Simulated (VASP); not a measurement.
# Pb (Fm-3m) in VASP: a series of runs

The runs below take Pb through single point, with LDA.

Program: VASP 6.6.1. These are calculated values, not measurements. Logs are shortened: lines on timing, memory, paths and dates and some standing lists are left out, and cuts for length are marked.

## 1. The cell of the first run

The structure is cubic, space group Fm-3m (No. 225). The conventional cell has a = 4.950 Å, b = 4.950 Å, c = 4.950 Å, α = 90.00°, β = 90.00°, γ = 90.00°. Pb (site symmetry m-3m) has 12 Pb at 3.50 Å within 4.6 Å.

## 2. Single point, LDA

INCAR reads:

```
PREC = Accurate ; ENCUT = 500
EDIFF = 1E-6 ; ISMEAR = 0
SIGMA = 0.1 ; LREAL = False
LASPH = True ; NELM = 120
ALGO = Normal ; ISIF = 2
LWAVE = False ; LCHARG = False
NBANDS = 13 ; GGA_COMPAT = False
```

KPOINTS reads:

```
regular mesh
0
Gamma
  6 6 6
```

POSCAR reads:

```
Pb
1.0
    0.0000000000      2.4750200000      2.4750200000
    2.4750200000      0.0000000000      2.4750200000
    2.4750200000      2.4750200000      0.0000000000
Pb
1
Direct
    0.0000000000      0.0000000000      0.0000000000
```

Potentials or basis: VASP PAW LDA potentials, release 64 (Pb_d).

Command:

```console
> cat potpaw_LDA.64/Pb_d/POTCAR > POTCAR
> mpirun -np 1 vasp_std > vasp.out
```

OUTCAR:

```text
PREC = Accurate
   ENCUT = 500
   EDIFF = 1E-6
   ISMEAR = 0
   LREAL = False
   LASPH = True
   NELM = 120
   ISIF = 2

 ion  position               nearest neighbor table
   1  0.000  0.000  0.000-

  LATTYP: Found a face centered cubic cell.
 ALAT       =     4.9500400000

  Lattice vectors:

 A1 = (   0.0000000000,   2.4750200000,   2.4750200000)
 A2 = (   2.4750200000,   0.0000000000,   2.4750200000)
 A3 = (   2.4750200000,   2.4750200000,   0.0000000000)

Analysis of symmetry for initial positions (statically):
=====================================================================
 Subroutine PRICEL returns:
 Original cell was already a primitive cell.

 Routine SETGRP: Setting up the symmetry group for a
 face centered cubic supercell.

 Subroutine GETGRP returns: Found 48 space group operations
 (whereof 48 operations were pure point group operations)
 out of a pool of 48 trial point group operations.

The static configuration has the point symmetry O_h .

Analysis of symmetry for dynamics (positions and initial velocities):
=====================================================================
 Subroutine PRICEL returns:
 Original cell was already a primitive cell.

 Routine SETGRP: Setting up the symmetry group for a
 face centered cubic supercell.

 Subroutine GETGRP returns: Found 48 space group operations
 (whereof 48 operations were pure point group operations)
 out of a pool of 48 trial point group operations.

The dynamic configuration has the point symmetry O_h .

 Subroutine INISYM returns: Found 48 space group operations
 (whereof 48 operations are pure point group operations),
 and found     1 'primitive' translations

----------------------------------------------------------------------------------------

                                     Primitive cell

  volume of cell :      30.3226

  direct lattice vectors                    reciprocal lattice vectors
     0.000000000  2.475020000  2.475020000    -0.202018570  0.202018570  0.202018570
     2.475020000  0.000000000  2.475020000     0.202018570 -0.202018570  0.202018570
     2.475020000  2.475020000  0.000000000     0.202018570  0.202018570 -0.202018570

  length of vectors
     3.500206851  3.500206851  3.500206851     0.349906427  0.349906427  0.349906427

  position of ions in fractional coordinates (direct lattice)
     0.000000000  0.000000000  0.000000000

  ion indices of the primitive-cell ions
   primitive index   ion index
                 1           1

----------------------------------------------------------------------------------------

 KPOINTS: regular mesh

Automatic generation of k-mesh.
 Grid dimensions read from file:
 generate k-points for:    6    6    6

 Generating k-lattice:

  Cartesian coordinates                     Fractional coordinates (reciprocal lattice)
    -0.033669762  0.033669762  0.033669762     0.166666667  0.000000000  0.000000000
     0.033669762 -0.033669762  0.033669762     0.000000000  0.166666667  0.000000000
     0.033669762  0.033669762 -0.033669762     0.000000000  0.000000000  0.166666667

  Length of vectors
     0.058317738  0.058317738  0.058317738

  Shift w.r.t. Gamma in fractional coordinates (k-lattice)
     0.000000000  0.000000000  0.000000000

 Subroutine IBZKPT returns following result:
 ===========================================

 Found     16 irreducible k-points:

 Following reciprocal coordinates:
            Coordinates               Weight
  0.000000  0.000000  0.000000      1.000000
  0.166667  0.000000  0.000000      8.000000
  0.333333  0.000000  0.000000      8.000000
  0.500000  0.000000  0.000000      4.000000
  0.166667  0.166667  0.000000      6.000000
  0.333333  0.166667  0.000000     24.000000
[... 8 lines left out ...]
 -0.333333  0.333333  0.166667     24.000000
 -0.333333  0.500000  0.166667     12.000000
   k-points           NKPTS =     16   k-points in BZ     NKDIM =     16   number of bands    NBANDS=     13
   number of dos      NEDOS =    301   number of ions     NIONS =      1
   total plane-waves  NPLWV =  21952
   dimension x,y,z NGX =    28 NGY =   28 NGZ =   28
   dimension x,y,z NGXF=    56 NGYF=   56 NGZF=   56
   ions per type =               1
   NGX,Y,Z   is equivalent  to a cutoff of  13.30, 13.30, 13.30 a.u.
   NGXF,Y,Z  is equivalent  to a cutoff of  26.60, 26.60, 26.60 a.u.
 SYSTEM =  unknown system
   PREC   = accura    normal or accurate (medium, high low for compatibility)
   ISTART =      0    job   : 0-new  1-cont  2-samecut
   ICHARG =      2    charge: 1-file 2-atom 10-const
   ISPIN  =      1    spin polarized calculation?
   LNONCOLLINEAR =      F non collinear calculations
   LSORBIT =      F    spin-orbit coupling
   LASPH  =      T    aspherical Exc in radial PAW
   ENCUT  =  500.0 eV  36.75 Ry    6.06 a.u.   6.38  6.38  6.38*2*pi/ulx,y,z
   NELM   =    120;   NELMIN=  2; NELMDL= -5     # of ELM steps
   EDIFF  = 0.1E-05   stopping-criterion for ELM
   LREAL  =      F    real-space projection
   EDIFFG = 0.1E-04   stopping-criterion for IOM
   NSW    =      0    number of steps for IOM
   IBRION =     -1    ionic relax: 0-MD 1-quasi-New 2-CG
   NFREE  =      0    steps in history (QN), initial steepest desc. (CG)
   ISIF   =      2    stress and relaxation
   ISYM   =      2    0-nonsym 1-usesym 2-fastsym
   POTIM  = 0.5000    time-step for ionic-motion
   TEBEG  =    0.0;   TEEND  =   0.0 temperature during run
   PSTRESS=    0.0 pullay stress
   NELECT =      14.0000    total number of electrons
   NUPDOWN=      -1.0000    fix difference up-down
   EMIN   =  10.00;   EMAX   =-10.00  energy-range for DOS
   EFERMI =   0.00;   METHOD = LEGACY
   ISMEAR =     0;   SIGMA  =   0.10  broadening in eV -4-tet -1-fermi 0-gaus
   EFERMI_NEDOS =   21; number of points for ismear=-14 and -15
   IALGO  =     38    algorithm
   IMIX   =      4    mixing-type and parameters
     AMIX     =   0.40;   BMIX     =  1.00
     AMIX_MAG =   1.60;   BMIX_MAG =  1.00
  volume/ion in A,a.u.               =      30.32       204.63
  Fermi-wavevector in a.u.,A,eV,Ry     =   1.265306  2.391081 21.782907  1.600999
  Thomas-Fermi vector in A             =   2.398566
   LORBIT       =      0    0 simple, 1 ext, 2 COOP (PROOUT), +10 PAW based schemes
   GGA     = CA    functional components
   LHFCALC =     F    Hartree Fock is set to
   AEXX    =    0.0000 exact exchange contribution
   IVDW    =     0    specifies the selected vdW correction
   LEPSILON=     F    determine dielectric tensor
   LRPA    =     F    only Hartree local field effects (RPA)
 non-spin polarized calculation
 Gauss-broadening in eV      SIGMA  =   0.10
  energy-cutoff  :      500.00
  volume of cell :       30.32
 maximum number of plane-waves:       785
 NGX is ok and might be reduce to    28
   NGX = 13   NGY = 13   NGZ = 13

 number of electron      13.9999999 magnetization

 Free energy of the ion-electron system (eV)
  ---------------------------------------------------
  ext. energy  EPLUGINS =         0.00000000
  ---------------------------------------------------
  free energy    TOTEN  =        -4.14868875 eV

  energy without entropy =       -4.14341178  energy(sigma->0) =       -4.14605026

 E-fermi :   7.1376     XC(G=0): -10.4485

 val. band max:        7.0096382243   @ k =  -0.3333   0.3333   0.1667
 cond. band min:       7.2067658801   @ k =   0.3333   0.1667   0.0000
 fundamental gap:      0.1971276558
 Fermi energy:         7.1376239668

 k-point     1 :       0.0000    0.0000    0.0000
  band No.  band energies     occupation
      1      -9.9764      2.00000
      2      -9.9764      2.00000
      3      -9.9764      2.00000
      4      -9.8371      2.00000
      5      -9.8371      2.00000
      6      -4.7474      2.00000
      7      14.3640      0.00000
      8      14.3640      0.00000
      9      14.3640      0.00000
     10      16.8461      0.00000
     11      18.4824      0.00000
     12      19.5280      0.00000
     13      19.5280      0.00000

 k-point     2 :       0.1667    0.0000    0.0000
  band No.  band energies     occupation
      1      -9.9788      2.00000
      2      -9.9468      2.00000
      3      -9.9468      2.00000
      4      -9.8313      2.00000
      5      -9.8313      2.00000
      6      -4.2128      2.00000
      7      10.3012      0.00000
      8      13.8039      0.00000
      9      13.8039      0.00000
     10      16.2584      0.00000
     11      19.6630      0.00000
     12      20.1730      0.00000
     13      20.1771      0.00000

 k-point     3 :       0.3333    0.0000    0.0000
  band No.  band energies     occupation
      1      -9.9940      2.00000
      2      -9.9512      2.00000
      3      -9.9512      2.00000
      4      -9.7531      2.00000
      5      -9.7531      2.00000
      6      -2.6587      2.00000
      7       5.4792      2.00000
      8      12.9189      0.00000
      9      12.9189      0.00000
     10      16.0253      0.00000
     11      17.6405      0.00000
     12      18.7616      0.00000
     13      18.7616      0.00000

 k-point     4 :       0.5000    0.0000    0.0000
  band No.  band energies     occupation
      1     -10.0060      2.00000
      2      -9.9671      2.00000
      3      -9.9671      2.00000
      4      -9.6990      2.00000
      5      -9.6990      2.00000
      6      -1.1291      2.00000
      7       2.8149      2.00000
      8      12.5348      0.00000
      9      12.5348      0.00000
     10      16.3183      0.00000
     11      16.5678      0.00000
     12      18.2553      0.00000
     13      18.2553      0.00000

 k-point     5 :       0.1667    0.1667    0.0000
  band No.  band energies     occupation
      1     -10.0181      2.00000
      2      -9.9019      2.00000
      3      -9.9019      2.00000
      4      -9.8834      2.00000
      5      -9.8061      2.00000
      6      -4.0352      2.00000
      7      11.4128      0.00000
      8      12.2660      0.00000
      9      12.2660      0.00000
     10      15.4157      0.00000
     11      16.8482      0.00000
     12      22.1955      0.00000
     13      22.4001      0.00000
[... 129 lines left out ...]
 k-point    14 :       0.5000    0.3333    0.1667
  band No.  band energies     occupation
      1     -10.0059      2.00000
      2      -9.9608      2.00000
      3      -9.8607      2.00000
      4      -9.7496      2.00000
      5      -9.7371      2.00000
      6      -1.3844      2.00000
      7       5.9103      2.00000
      8       7.7595      0.00000
      9      10.0389      0.00000
     10      16.2260      0.00000
     11      17.2439      0.00000
     12      19.3996      0.00000
     13      24.1174      0.00000

 k-point    15 :      -0.3333    0.3333    0.1667
  band No.  band energies     occupation
      1      -9.9822      2.00000
      2      -9.9391      2.00000
      3      -9.8466      2.00000
      4      -9.8080      2.00000
      5      -9.6969      2.00000
      6      -0.1546      2.00000
      7       4.3996      2.00000
      8       7.0096      1.92970
      9       9.0348      0.00000
     10      16.4363      0.00000
     11      18.4006      0.00000
     12      21.2410      0.00000
     13      21.2797      0.00000

 k-point    16 :      -0.3333    0.5000    0.1667
  band No.  band energies     occupation
      1     -10.0313      2.00000
      2      -9.9945      2.00000
      3      -9.7927      2.00000
      4      -9.7644      2.00000
      5      -9.6630      2.00000
      6       0.3520      2.00000
      7       4.6168      2.00000
      8       6.9372      1.99542
      9       7.6053      0.00000
     10      15.8493      0.00000
     11      16.7499      0.00000
     12      21.8481      0.00000
     13      22.2306      0.00000

------------------------ aborting loop because EDIFF is reached ----------------------------------------

  FORCE on cell =-STRESS in cart. coord.  units (eV):
  Direction    XX          YY          ZZ          XY          YZ          ZX
  --------------------------------------------------------------------------------------
  -------------------------------------------------------------------------------------
  Total       -0.2112118     -0.2112118     -0.2112118     -0.0000000      0.0000000     -0.0000000
  in kB      -11.1599603    -11.1599603    -11.1599603     -0.0000000      0.0000000     -0.0000000
  external PRESSURE =     -11.1599603 kB  Pullay stress =       0.0000000 kB

 VOLUME and BASIS-vectors are now :
 -----------------------------------------------------------------------------
  energy-cutoff  :      500.00
  volume of cell :       30.32
      direct lattice vectors                 reciprocal lattice vectors
     0.000000000  2.475020000  2.475020000    -0.202018570  0.202018570  0.202018570
     2.475020000  0.000000000  2.475020000     0.202018570 -0.202018570  0.202018570
     2.475020000  2.475020000  0.000000000     0.202018570  0.202018570 -0.202018570

 POSITION                                       TOTAL-FORCE (eV/Angst)
 -----------------------------------------------------------------------------------
      0.00000      0.00000      0.00000        -0.000000     -0.000000     -0.000000
 -----------------------------------------------------------------------------------
    total drift:                               -0.000000     -0.000000     -0.000000

  FREE ENERGIE OF THE ION-ELECTRON SYSTEM (eV)
  ---------------------------------------------------
  free  energy   TOTEN  =        -4.1486887478 eV

  energy  without entropy=       -4.1434117790  energy(sigma->0) =       -4.14605026
```

Run time: 14 s. Hardware: 1 thread of Intel Xeon 8259CL, shared host; peak memory 0.14 GiB.

What came out:

| Item | Value |
| --- | --- |
| Free energy | -4.1487 eV |
| Pressure | -1.1 GPa |
| Band gap on the k mesh | zero (band 7 reaches 14.36 eV, above the bottom of band 8 at 5.47 eV) |

Caveat: the k points lie up to 0.37 Å⁻¹ apart; spin-orbit coupling is left out, which moves the levels of the heavy elements.

## 3. Single point, LDA

This run uses another cell than the first one, of 29.08 Å³/atom, 0.959 times its volume.

INCAR reads:

```
  PREC = Accurate
  ENCUT = 500
  EDIFF = 1E-6
  ISMEAR = 0
  SIGMA = 0.1
  LREAL = False
  LASPH = True
  NELM = 120
  ALGO = Normal
  ISIF = 2
  LWAVE = False
  LCHARG = True
  LELF = True
  LVHAR = True
  NBANDS = 13
  GGA_COMPAT = False
```

KPOINTS reads:

```
Automatic mesh
0
Gamma
  14 14 14
```

POSCAR reads:

```
Pb
1.0
    0.0000000000      2.4407842090      2.4407842090
    2.4407842090      0.0000000000      2.4407842090
    2.4407842090      2.4407842090      0.0000000000
Pb
1
Direct
    0.0000000000      0.0000000000      0.0000000000
```

Potentials or basis: VASP PAW LDA potentials, release 64 (Pb_d).

Command:

```console
> cat potpaw_LDA.64/Pb_d/POTCAR > POTCAR
> mpirun -np 1 vasp_std > vasp.out
```

Wall time 72 s (1 thread of Intel Xeon 8259CL, shared host); peak memory 0.16 GiB.

The run converged. Its results:

| Item | Value |
| --- | --- |
| Free energy | -4.2578 eV |
| Pressure | 0.1 GPa |
| Band gap on the k mesh | zero (band 7 reaches 15.17 eV, above the bottom of band 8 at 5.85 eV) |

Levels at points of the mesh, in eV from the Fermi level:
```
           k point  band 3  band 4  band 5  band 6  band 7  band 8  band 9  band 10  band 11  band 12
(0.00, 0.00, 0.00)  -17.09  -16.93  -16.93  -12.11    7.63    7.63    7.63     9.80    11.95    12.78
(0.50, 0.00, 0.00)  -17.08  -16.78  -16.78   -8.24   -4.46    5.70    5.70     9.28     9.88    11.45
(0.50, 0.50, 0.00)  -16.79  -16.74  -16.74   -6.73   -3.50    2.01    2.01     5.54     6.81    18.38
```

Caveat: spin-orbit coupling is left out, which moves the levels of the heavy elements.
